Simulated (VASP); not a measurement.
# Ag (Fm-3m) in VASP: a series of runs

Aim: see how the results for Ag move with the level of theory and the settings. Levels: r2SCAN+D4, r2SCAN. Tasks: relaxation of cell and atoms.

All numbers are computed with VASP 6.6.1; they aren't measurements. Logs are shortened: lines on timing, memory, paths and dates and some standing lists are left out, and cuts for length are marked.

## (1) The cell of the first run

The structure is cubic, space group Fm-3m (No. 225). The conventional cell has a = 4.085 Å, b = 4.085 Å, c = 4.085 Å, α = 90.00°, β = 90.00°, γ = 90.00°. Within 3.8 Å of Ag (site symmetry m-3m) lie 12 Ag at 2.89 Å.

## (2) Relaxation of cell and atoms, r2SCAN+D4

File POSCAR:

```
Ag
1.0
    0.0000000000      2.0427500000      2.0427500000
    2.0427500000      0.0000000000      2.0427500000
    2.0427500000      2.0427500000      0.0000000000
Ag
1
Direct
    0.0000000000      0.0000000000      0.0000000000
```

File INCAR.step1:

```
ALGO = Normal
EDIFF = 1E-4
ENCUT = 600
GGA = PE
ISMEAR = -1
LASPH = T
LCHARG = F
LREAL = F
LWAVE = T
NELM = 80
PREC = Accurate
SIGMA = 0.1
```

File INCAR.step2:

```
ALGO = Normal
EDIFF = 1E-6
EDIFFG = -0.005
ENCUT = 600
IBRION = 2
ISIF = 3
ISMEAR = -1
ISTART = 1
IVDW = 13
LASPH = T
LCHARG = F
LMIXTAU = T
LREAL = F
LWAVE = F
METAGGA = R2SCAN
NELM = 80
NSW = 80
PREC = Accurate
SIGMA = 0.1
VDW_A1 = 0.51559235
VDW_A2 = 5.77342911
VDW_S6 = 1.0
VDW_S8 = 0.6018749
```

File KPOINTS:

```
k-points
0
Gamma
  13 13 13
```

Potentials or basis: VASP PAW PBE potentials, release 64 (Ag).

The run is started by

```sh
> cat potpaw_PBE.64/Ag/POTCAR > POTCAR
> cp INCAR.step1 INCAR
> mpirun -np 1 vasp_std > vasp.out
> cp INCAR.step2 INCAR
> mpirun -np 1 vasp_std > vasp.out
```

OUTCAR:

```text
EDIFF = 1E-6
   EDIFFG = -0.005
   ENCUT = 600
   IBRION = 2
   ISIF = 3
   ISMEAR = -1
   ISTART = 1
   IVDW = 13
   LASPH = T
   LREAL = F
   METAGGA = R2SCAN
   NELM = 80
   NSW = 80
   PREC = Accurate

 ion  position               nearest neighbor table
   1  0.000  0.000  0.000-

  LATTYP: Found a face centered cubic cell.
 ALAT       =     4.0855000000

  Lattice vectors:

 A1 = (   0.0000000000,   2.0427500000,   2.0427500000)
 A2 = (   2.0427500000,   0.0000000000,   2.0427500000)
 A3 = (   2.0427500000,   2.0427500000,   0.0000000000)

Analysis of symmetry for initial positions (statically):
=====================================================================
 Subroutine PRICEL returns:
 Original cell was already a primitive cell.

 Routine SETGRP: Setting up the symmetry group for a
 face centered cubic supercell.

 Subroutine GETGRP returns: Found 48 space group operations
[... 9 lines left out ...]

 Routine SETGRP: Setting up the symmetry group for a
 face centered cubic supercell.

 Subroutine GETGRP returns: Found 48 space group operations
[... 11 lines left out ...]
                                     Primitive cell

  volume of cell :      17.0481

  direct lattice vectors                    reciprocal lattice vectors
     0.000000000  2.042750000  2.042750000    -0.244768082  0.244768082  0.244768082
     2.042750000  0.000000000  2.042750000     0.244768082 -0.244768082  0.244768082
     2.042750000  2.042750000  0.000000000     0.244768082  0.244768082 -0.244768082

  length of vectors
     2.888884755  2.888884755  2.888884755     0.423950755  0.423950755  0.423950755

  position of ions in fractional coordinates (direct lattice)
     0.000000000  0.000000000  0.000000000

  ion indices of the primitive-cell ions
   primitive index   ion index
                 1           1

----------------------------------------------------------------------------------------

 KPOINTS: k-points

Automatic generation of k-mesh.
 Grid dimensions read from file:
 generate k-points for:   13   13   13

 Generating k-lattice:

  Cartesian coordinates                     Fractional coordinates (reciprocal lattice)
    -0.018828314  0.018828314  0.018828314     0.076923077  0.000000000  0.000000000
     0.018828314 -0.018828314  0.018828314     0.000000000  0.076923077  0.000000000
     0.018828314  0.018828314 -0.018828314     0.000000000  0.000000000  0.076923077

  Length of vectors
     0.032611597  0.032611597  0.032611597

  Shift w.r.t. Gamma in fractional coordinates (k-lattice)
     0.000000000  0.000000000  0.000000000

 Subroutine IBZKPT returns following result:
 ===========================================

 Found     84 irreducible k-points:

 Following reciprocal coordinates:
            Coordinates               Weight
  0.000000  0.000000  0.000000      1.000000
  0.076923  0.000000  0.000000      8.000000
  0.153846  0.000000  0.000000      8.000000
  0.230769  0.000000  0.000000      8.000000
  0.307692  0.000000  0.000000      8.000000
  0.384615  0.000000  0.000000      8.000000
[... 16 lines left out ...]
  0.384615  0.153846  0.000000     24.000000
  0.461538  0.153846  0.000000     24.000000
 [... further k-points ...]
   k-points           NKPTS =     84   k-points in BZ     NKDIM =     84   number of bands    NBANDS=      9
   number of dos      NEDOS =    301   number of ions     NIONS =      1
   total plane-waves  NPLWV =  13824
   dimension x,y,z NGX =    24 NGY =   24 NGZ =   24
   dimension x,y,z NGXF=    48 NGYF=   48 NGZF=   48
   ions per type =               1
   NGX,Y,Z   is equivalent  to a cutoff of  13.81, 13.81, 13.81 a.u.
   NGXF,Y,Z  is equivalent  to a cutoff of  27.62, 27.62, 27.62 a.u.
 SYSTEM =  unknown system
   PREC   = accura    normal or accurate (medium, high low for compatibility)
   ISTART =      1    job   : 0-new  1-cont  2-samecut
   ICHARG =      0    charge: 1-file 2-atom 10-const
   ISPIN  =      1    spin polarized calculation?
   LNONCOLLINEAR =      F non collinear calculations
   LSORBIT =      F    spin-orbit coupling
   LASPH  =      T    aspherical Exc in radial PAW
   ENCUT  =  600.0 eV  44.10 Ry    6.64 a.u.   5.77  5.77  5.77*2*pi/ulx,y,z
   NELM   =     80;   NELMIN=  2; NELMDL=  0     # of ELM steps
   EDIFF  = 0.1E-05   stopping-criterion for ELM
   LREAL  =      F    real-space projection
   EDIFFG = -.5E-02   stopping-criterion for IOM
   NSW    =     80    number of steps for IOM
   IBRION =      2    ionic relax: 0-MD 1-quasi-New 2-CG
   NFREE  =      1    steps in history (QN), initial steepest desc. (CG)
   ISIF   =      3    stress and relaxation
   ISYM   =      2    0-nonsym 1-usesym 2-fastsym
   POTIM  = 0.5000    time-step for ionic-motion
   TEBEG  =    0.0;   TEEND  =   0.0 temperature during run
   PSTRESS=    0.0 pullay stress
   NELECT =      11.0000    total number of electrons
   NUPDOWN=      -1.0000    fix difference up-down
   EMIN   =  10.00;   EMAX   =-10.00  energy-range for DOS
   EFERMI =   0.00;   METHOD = LEGACY
   ISMEAR =    -1;   SIGMA  =   0.10  broadening in eV -4-tet -1-fermi 0-gaus
   EFERMI_NEDOS =   21; number of points for ismear=-14 and -15
   IALGO  =     38    algorithm
   IMIX   =      4    mixing-type and parameters
     AMIX     =   0.40;   BMIX     =  1.00
     AMIX_MAG =   1.60;   BMIX_MAG =  1.00
  volume/ion in A,a.u.               =      17.05       115.05
  Fermi-wavevector in a.u.,A,eV,Ry     =   1.414644  2.673290 27.228221  2.001218
  Thomas-Fermi vector in A             =   2.536165
   LORBIT       =      0    0 simple, 1 ext, 2 COOP (PROOUT), +10 PAW based schemes
   METAGGA = R2SCAN    functional components
   LHFCALC =     F    Hartree Fock is set to
   AEXX    =    0.0000 exact exchange contribution
   IVDW    =    13    specifies the selected vdW correction
   LEPSILON=     F    determine dielectric tensor
   LRPA    =     F    only Hartree local field effects (RPA)
 conjugate gradient relaxation of ions
 non-spin polarized calculation
  energy-cutoff  :      600.00
  volume of cell :       17.05
 maximum number of plane-waves:       578
   NGX = 11   NGY = 11   NGZ = 11

--------------------------------------- Ionic step        1  -------------------------------------------

 number of electron      10.9999999 magnetization

 Free energy of the ion-electron system (eV)
  ---------------------------------------------------
  ext. energy  EPLUGINS =         0.00000000
  ---------------------------------------------------
  free energy    TOTEN  =       -21.35876298 eV

  energy without entropy =      -21.34878832  energy(sigma->0) =      -21.35377565

------------------------ aborting loop because EDIFF is reached ----------------------------------------

  DFT-D4 for vdW energy calculation

  Edisp (eV):   -0.19646

  FORCE on cell =-STRESS in cart. coord.  units (eV):
  Direction    XX          YY          ZZ          XY          YZ          ZX
  --------------------------------------------------------------------------------------
  -------------------------------------------------------------------------------------
  Total      -0.00633    -0.00633    -0.00633    -0.00000     0.00000     0.00000
  in kB      -0.59501    -0.59501    -0.59501    -0.00000     0.00000     0.00000
  external pressure =       -0.60 kB  Pullay stress =        0.00 kB

 VOLUME and BASIS-vectors are now :
 -----------------------------------------------------------------------------
  energy-cutoff  :      600.00
  volume of cell :       17.05
      direct lattice vectors                 reciprocal lattice vectors
     0.000000000  2.042750000  2.042750000    -0.244768082  0.244768082  0.244768082
     2.042750000  0.000000000  2.042750000     0.244768082 -0.244768082  0.244768082
     2.042750000  2.042750000  0.000000000     0.244768082  0.244768082 -0.244768082

 POSITION                                       TOTAL-FORCE (eV/Angst)
 -----------------------------------------------------------------------------------
      0.00000      0.00000      0.00000         0.000000      0.000000      0.000000
 -----------------------------------------------------------------------------------
    total drift:                               -0.000000      0.000000     -0.000000

  FREE ENERGIE OF THE ION-ELECTRON SYSTEM (eV)
  ---------------------------------------------------
  free  energy   TOTEN  =       -21.5552264541 eV

  energy  without entropy=      -21.5452517954  energy(sigma->0) =      -21.55023912

--------------------------------------- Ionic step        2  -------------------------------------------

 number of electron      10.9999999 magnetization

 Free energy of the ion-electron system (eV)
  ---------------------------------------------------
  ext. energy  EPLUGINS =         0.00000000
  ---------------------------------------------------
  free energy    TOTEN  =       -21.35860824 eV

  energy without entropy =      -21.34864996  energy(sigma->0) =      -21.35362910

 E-fermi :   8.6148     XC(G=0): -12.9772

 val. band max:        8.5559880937   @ k =  -0.4615   0.0769   0.0000
 cond. band min:       8.6588046252   @ k =  -0.3077   0.2308   0.0000
 fundamental gap:      0.1028165316
 Fermi energy:         8.6148471032

 k-point     1 :       0.0000    0.0000    0.0000
  band No.  band energies     occupation
      1       0.4772      2.00000
      2       3.2982      2.00000
      3       3.2982      2.00000
      4       3.2982      2.00000
      5       4.3445      2.00000
      6       4.3445      2.00000
      7      25.1001      0.00000
      8      28.8400      0.00000
      9      28.8400      0.00000
[... 265 lines left out ...]
 k-point    24 :       0.4615    0.1538    0.0000
  band No.  band energies     occupation
      1       2.0852      2.00000
      2       3.0988      2.00000
      3       3.6716      2.00000
      4       3.9535      2.00000
      5       5.1862      2.00000
      6       8.0714      1.99131
      7      14.3498      0.00000
      8      23.2864      0.00000
      9      24.5307      0.00000

 [... further k-points ...]

------------------------ aborting loop because EDIFF is reached ----------------------------------------

  DFT-D4 for vdW energy calculation

  Edisp (eV):   -0.19662

  FORCE on cell =-STRESS in cart. coord.  units (eV):
  Direction    XX          YY          ZZ          XY          YZ          ZX
  --------------------------------------------------------------------------------------
  -------------------------------------------------------------------------------------
  Total       0.00496     0.00496     0.00496     0.00000     0.00000    -0.00000
  in kB       0.46639     0.46639     0.46639     0.00000     0.00000    -0.00000
  external pressure =        0.47 kB  Pullay stress =        0.00 kB

 VOLUME and BASIS-vectors are now :
 -----------------------------------------------------------------------------
  energy-cutoff  :      600.00
  volume of cell :       17.03
      direct lattice vectors                 reciprocal lattice vectors
     0.000000000  2.042126066  2.042126066    -0.244842867  0.244842867  0.244842867
     2.042126066  0.000000000  2.042126066     0.244842867 -0.244842867  0.244842867
     2.042126066  2.042126066  0.000000000     0.244842867  0.244842867 -0.244842867

 POSITION                                       TOTAL-FORCE (eV/Angst)
 -----------------------------------------------------------------------------------
      0.00000      0.00000      0.00000        -0.000000     -0.000000     -0.000000
 -----------------------------------------------------------------------------------
    total drift:                               -0.000000      0.000000      0.000000

  FREE ENERGIE OF THE ION-ELECTRON SYSTEM (eV)
  ---------------------------------------------------
  free  energy   TOTEN  =       -21.5552296472 eV

  energy  without entropy=      -21.5452713618  energy(sigma->0) =      -21.55025050

 reached required accuracy - stopping structural energy minimisation
```

It took 1.7 min on 1 thread of Intel Xeon 8259CL, shared host; peak memory 0.16 GiB.

What came out:

| Property | Result |
| --- | --- |
| Free energy | -21.5552 eV |
| Relaxed volume | 17.03 Å³/atom |
| Relaxed cell | a = 2.888 Å, b = 2.888 Å, c = 2.888 Å, α = 60.00°, β = 60.00°, γ = 60.00° |
| Space group after relaxing (to 0.05 Å) | Fm-3m (No. 225) |
| Energy gained by relaxing | 0.0 meV/atom |
| Ionic steps | 2 |
| Pressure after relaxing | 0.0 GPa |
| Dispersion energy per atom | -0.197 eV |

Final structure:
```yaml
crystal:
  lattice:
    - [0.00000, 2.04213, 2.04213]
    - [2.04213, 0.00000, 2.04213]
    - [2.04213, 2.04213, 0.00000]
  atoms:
    - { symbol: Ag, position: [0.00000, 0.00000, 0.00000] }
```

Caveat: the PAW data sets were made with another functional, which shifts forces and pressure a little; pairwise dispersion overbinds metals, which lowers pressure and volume.

## (3) Relaxation of cell and atoms, r2SCAN

POSCAR is that of step 2.

File INCAR.step1:

```
SYSTEM = Ag
ALGO     = Normal         ! electronic algorithm
EDIFF    = 1E-4           ! SCF threshold, eV
ENCUT    = 600            ! plane-wave cutoff, eV
GGA      = PE             ! functional
ISMEAR   = -1             ! smearing method
LASPH    = .TRUE.         ! aspherical terms in the spheres
LCHARG   = .FALSE.        ! write CHGCAR
LREAL    = .FALSE.        ! projectors in reciprocal space
LWAVE    = .TRUE.         ! write WAVECAR
NELM     = 60             ! most SCF steps
PREC     = Accurate       ! precision mode
SIGMA    = 0.1            ! smearing width, eV
```

File INCAR.step2:

```
SYSTEM = Ag
ALGO     = Normal         ! electronic algorithm
EDIFF    = 1E-6           ! SCF threshold, eV
EDIFFG   = -0.005         ! ionic threshold
ENCUT    = 600            ! plane-wave cutoff, eV
IBRION   = 2              ! ionic algorithm
ISIF     = 3              ! what is computed and relaxed
ISMEAR   = -1             ! smearing method
ISTART   = 1            
LASPH    = .TRUE.         ! aspherical terms in the spheres
LCHARG   = .FALSE.        ! write CHGCAR
LMIXTAU  = .TRUE.       
LREAL    = .FALSE.        ! projectors in reciprocal space
LWAVE    = .FALSE.        ! write WAVECAR
METAGGA  = R2SCAN         ! meta-GGA
NELM     = 60             ! most SCF steps
NSW      = 80             ! ionic steps
PREC     = Accurate       ! precision mode
SIGMA    = 0.1            ! smearing width, eV
```

File KPOINTS:

```
k-points
0
G
  13 13 13
  0 0 0
```

Potentials or basis: VASP PAW PBE potentials, release 64 (Ag).

The run is started by

```sh
> cat potpaw_PBE.64/Ag/POTCAR > POTCAR
> cp INCAR.step1 INCAR
> mpirun -np 1 vasp_std > vasp.out
> cp INCAR.step2 INCAR
> mpirun -np 1 vasp_std > vasp.out
```

OUTCAR:

```text
SYSTEM = Ag
   EDIFF = 1E-6
   EDIFFG = -0.005
   ENCUT = 600
   IBRION = 2
   ISIF = 3
   ISMEAR = -1
   ISTART = 1
   LASPH = .TRUE.
   LREAL = .FALSE.
   METAGGA = R2SCAN
   NELM = 60
   NSW = 80
   PREC = Accurate

 ion  position               nearest neighbor table
   1  0.000  0.000  0.000-

  LATTYP: Found a face centered cubic cell.
 ALAT       =     4.0855000000

  Lattice vectors:

 A1 = (   0.0000000000,   2.0427500000,   2.0427500000)
 A2 = (   2.0427500000,   0.0000000000,   2.0427500000)
 A3 = (   2.0427500000,   2.0427500000,   0.0000000000)

Analysis of symmetry for initial positions (statically):
=====================================================================
 Subroutine PRICEL returns:
[... 289 lines left out ...]
 Fermi energy:         8.3975281466

 k-point     1 :       0.0000    0.0000    0.0000
  band No.  band energies     occupation
      1       0.3823      2.00000
      2       3.1419      2.00000
      3       3.1419      2.00000
      4       3.1419      2.00000
      5       4.1591      2.00000
      6       4.1591      2.00000
      7      24.8463      0.00000
      8      28.4869      0.00000
      9      28.4869      0.00000
[... 265 lines left out ...]
 k-point    24 :       0.4615    0.1538    0.0000
  band No.  band energies     occupation
      1       1.9634      2.00000
      2       2.9506      2.00000
      3       3.5062      2.00000
      4       3.7874      2.00000
      5       4.9781      2.00000
      6       7.8608      1.99071
      7      14.0502      0.00000
      8      22.9572      0.00000
      9      24.1567      0.00000

 [... further k-points ...]

------------------------ aborting loop because EDIFF is reached ----------------------------------------

  FORCE on cell =-STRESS in cart. coord.  units (eV):
  Direction    XX          YY          ZZ          XY          YZ          ZX
  --------------------------------------------------------------------------------------
  -------------------------------------------------------------------------------------
  Total       -0.0040184     -0.0040184     -0.0040184      0.0000000      0.0000000     -0.0000000
  in kB       -0.3721350     -0.3721350     -0.3721350      0.0000000      0.0000000     -0.0000000
  external PRESSURE =      -0.3721350 kB  Pullay stress =       0.0000000 kB
[... 16 lines left out ...]
  FREE ENERGIE OF THE ION-ELECTRON SYSTEM (eV)
  ---------------------------------------------------
  free  energy   TOTEN  =       -21.3599243489 eV

  energy  without entropy=      -21.3497175441  energy(sigma->0) =      -21.35482095

 reached required accuracy - stopping structural energy minimisation
```

OUTCAR.step1:

```text
SYSTEM = Ag
   EDIFF = 1E-4
   ENCUT = 600
   GGA = PE
   ISMEAR = -1
   LASPH = .TRUE.
   LREAL = .FALSE.
[... 503 lines left out ...]
 -----------------------------------------------------------------------------------
      0.00000      0.00000      0.00000         0.000000      0.000000      0.000000
 -----------------------------------------------------------------------------------
    total drift:                               -0.000000      0.000000     -0.000000

  FREE ENERGIE OF THE ION-ELECTRON SYSTEM (eV)
  ---------------------------------------------------
  free  energy   TOTEN  =        -2.7106271411 eV

  energy  without entropy=       -2.7007105791  energy(sigma->0) =       -2.70566886
```

OSZICAR.step1:

```text
N       E                     dE             d eps       ncg     rms          rms(c)
DAV:   1     0.480297534136E+02    0.48030E+02   -0.63514E+03  1528   0.125E+03
DAV:   2    -0.259770635275E+01   -0.50627E+02   -0.49011E+02  1535   0.219E+02
DAV:   3    -0.296833182087E+01   -0.37063E+00   -0.37052E+00  1837   0.235E+01
DAV:   4    -0.296909945150E+01   -0.76763E-03   -0.76761E-03  1701   0.985E-01
DAV:   5    -0.296910439138E+01   -0.49399E-05   -0.49399E-05  1544   0.753E-02    0.523E+00
DAV:   6    -0.272196924709E+01    0.24714E+00   -0.11600E+00  1540   0.117E+01    0.338E+00
DAV:   7    -0.271356547195E+01    0.84038E-02   -0.11461E-02  1626   0.119E+00    0.189E+00
DAV:   8    -0.271061952806E+01    0.29459E-02   -0.70864E-04  1560   0.271E-01    0.760E-02
DAV:   9    -0.271062714106E+01   -0.76130E-05   -0.64022E-06   844   0.259E-02
   1 F= -.27106271E+01 E0= -.27056689E+01  d E =-.991656E-02
```

Run time: 3.4 min. Hardware: 1 thread of Intel Xeon 8259CL, shared host; peak memory 0.17 GiB.

Results:

```yaml
Free_energy: -21.3599 eV
Relaxed_volume: 17.30 Å³/atom
Relaxed_cell: a = 2.903 Å, b = 2.903 Å, c = 2.903 Å, α = 60.00°, β = 60.00°, γ = 60.00°
Space_group_after_relaxing_to_0.05_Å: Fm-3m (No. 225)
Energy_gained_by_relaxing: 1.2 meV/atom
Ionic_steps: 4
Pressure_after_relaxing: 0.0 GPa
```

The path:
```tsv
step	energy change (eV)	largest force (eV/Å)	pressure (GPa)	volume (Å³)
1	0.0000	0.0000	1.56	17.05
2	-0.0007	0.0000	-0.95	17.46
3	-0.0012	0.0000	0.05	17.29
4	-0.0012	0.0000	-0.04	17.30
```

Final structure:
```
Ag
1.0
     0.00000    2.05278    2.05278
     2.05278    0.00000    2.05278
     2.05278    2.05278    0.00000
Ag
1
Direct
  0.00000 0.00000 0.00000
```

Caveat: the PAW data sets were made with another functional, which shifts forces and pressure a little.
